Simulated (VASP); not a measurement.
Runs of VASP 6.6.1 on ZnSnP2. The structure is that of space group I-42d (No. 122), or close to it. The cells are those of the table. 

```csv
cell,gap on the mesh (eV),pressure (GPa),largest force (eV/Å)
"a = 7.017 Å, angles 130.3, 130.3, 73.0°, 8 atoms",0.17,(b),0.26
"a = 6.792 Å, angles 128.5, 128.5, 75.8°, 8 atoms",0.27,-3.2,0.26
"a = 7.016 Å, angles 132.8, 132.8, 69.0°, 8 atoms",(a),-1.7,0.04
"a = 6.844 Å, angles 130.2, 130.2, 73.1°, 8 atoms",0.54,-1.7,0.15
```

Alike in all rows: task single point; level PBEsol; potentials or basis VASP PAW PBE potentials, release 64 (Zn, Sn_d, P); no spin polarisation; k mesh 8 × 8 × 8; cutoff (eV) 500; smearing gaussian 0.05 eV.

Q: Estimate the missing entries.

A: (a) 0.63; (b) -5.8.

Caveats: semilocal functionals underestimate gaps, and a narrow one can read as zero; the PAW data sets were made with another functional, which shifts forces and pressure a little; spin-orbit coupling is left out, which moves the levels of the heavy elements; the cell stands under tension (at least some runs).

A k mesh can miss the band edges, and the runs leave out spin-orbit coupling on Sn.
